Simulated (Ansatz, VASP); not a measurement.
## GaP: VASP beside Ansatz

Contents of POSCAR:

```
GaP
1.0
    0.0000000000      2.7192248445      2.7192248445
    2.7192248445      0.0000000000      2.7192248445
    2.7192248445      2.7192248445      0.0000000000
Ga P
1 1
Direct
    0.0000000000      0.0000000000      0.0000000000
    0.2500000000      0.2500000000      0.2500000000
```

File INCAR.step1:

```
SYSTEM = GaP
PREC = Accurate
ENCUT = 400
EDIFF = 1E-5
ISMEAR = 0
SIGMA = 0.01
LREAL = .False.
LASPH = .True.
NELM = 120
ALGO = Normal
ISIF = 2
LWAVE = .True.
GGA = PE
NBANDS = 16
GGA_COMPAT = .False.
```

The input INCAR.step2:

```
SYSTEM = GaP
PREC = Accurate
ENCUT = 400
EDIFF = 1E-6
ISMEAR = 0
SIGMA = 0.01
LREAL = .False.
LASPH = .True.
NELM = 120
ALGO = Normal
ISIF = 2
LWAVE = .False.
LCHARG = .True.
GGA = PE
LHFCALC = .True.
HFSCREEN = 0.2079
PRECFOCK = Normal
LELF = .True.
LVHAR = .True.
ISTART = 1
NBANDS = 16
GGA_COMPAT = .False.
```

File KPOINTS:

```
regular mesh
0
Gamma
  6 6 6
  0 0 0
```

Input for Ansatz:

```yaml
crystal:
  lattice:
    - [0.0, 2.7192248445, 2.7192248445]
    - [2.7192248445, 0.0, 2.7192248445]
    - [2.7192248445, 2.7192248445, 0.0]
  atoms:
    - { symbol: Ga, position: [0.0, 0.0, 0.0] }
    - { symbol: P, position: [0.25, 0.25, 0.25] }
basis:
  ecutwfc: 420
kpoints:
  mp_grid: { grid: [6, 6, 6] }
  band_path:
    path:
      - [0.0, 0.0, 0.0]
      - [-0.5, -0.5, 0.0]
      - [-0.375, -0.375, 0.25]
      - [-0.375, 0.0, 0.375]
      - [0.0, 0.0, 0.5]
      - [-0.5, -0.25, 0.25]
      - [-0.45, -0.45, 0.0]
    npoints: 1
hamiltonian:
  xc: hse06
scf:
  occupations: { method: fixed }
  n_extra_bands: 4
output:
  forces: true
  stress: true
  eigenvalues: true
```

Alike in both runs: task single point; functional HSE06; k mesh 6 × 6 × 6; no spin polarisation.

|  | VASP | Ansatz |
| --- | --- | --- |
| version | VASP 6.6.1 | Ansatz 0.2.0 |
| potentials or method | VASP PAW PBE potentials, release 64 (Ga_d, P), cutoff 400 eV | scalar-relativistic, plane waves, PAW |
| occupations | gaussian, width 0.01 eV | fixed |
| valence electrons in the cell | 18 | 18 |

```csv
,VASP,Ansatz,Ansatz less VASP
gap on the k mesh at the Fermi level (eV),2.28,2.28,-0.003
least direct gap on the mesh (eV),2.86,2.86,+0.005
```

Ansatz's warnings: stress exchange threshold loose, stress scf threshold loose.
